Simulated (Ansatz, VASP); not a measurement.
# Two plane-wave programs on HCl

```xyz
2
Lattice="0.0000 2.9565 2.5185 2.9565 0.0000 2.5185 2.9565 2.9565 0.0000" Properties=species:S:1:pos:R:3 pbc="T T T"
H     0.0000    0.0000    0.0000
Cl    2.9565    2.9565    2.5185
```

Change from the starting cell: strain +0.080 along x and y, -0.080 along z, atoms carried along.

Alike in both runs: task single point; functional r2SCAN; k mesh 16 × 16 × 16; occupations gaussian, width 0.15 eV; no spin polarisation.

|  | VASP | Ansatz |
| --- | --- | --- |
| version | VASP 6.6.1 | Ansatz 0.2.0 |
| potentials or method | VASP PAW PBE potentials, release 64 (H, Cl), cutoff 520 eV | scalar-relativistic, plane waves, PAW |
| valence electrons in the cell | 8 | 8 |

VASP gave:

| Quantity | Value |
| --- | --- |
| gap on the k mesh at the Fermi level (eV) | none |
| pressure (GPa) | -9.9 |
| traceless stress, the component that is largest in VASP (GPa) | -8.76 |

Question: Which values does Ansatz return?

Answer: gap on the k mesh at the Fermi level (eV): none; pressure (GPa): -9.8; traceless stress, the component that is largest in VASP (GPa): -8.74.

VASP's potentials were made for PBE, not for r2SCAN. A gap of «none» marks a metal or a gap that the smearing closes.
